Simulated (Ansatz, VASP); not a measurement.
**Two plane-wave programs on C**

```xyz
1
Lattice="0.0000 1.6077 1.6077 1.6077 0.0000 1.6077 1.6077 1.6077 0.0000" Properties=species:S:1:pos:R:3 pbc="T T T"
C     0.0000    0.0000    0.0000
```

Alike in both runs: task single point; functional r2SCAN; k mesh 20 × 20 × 20; occupations fermi-dirac, width 0.1 eV; no spin polarisation.

```csv
,VASP,Ansatz
version,VASP 6.6.1,Ansatz 0.2.0
potentials or method,"VASP PAW PBE potentials, release 64 (C), cutoff 520 eV","plane waves (500 eV) with PAW, scalar-relativistic"
valence electrons in the cell,4,4
```

|  | VASP | Ansatz | Ansatz less VASP |
| --- | --- | --- | --- |
| pressure (GPa) | -14.1 | -14.2 | -0.10 |

VASP's potentials were made for PBE, not for r2SCAN.
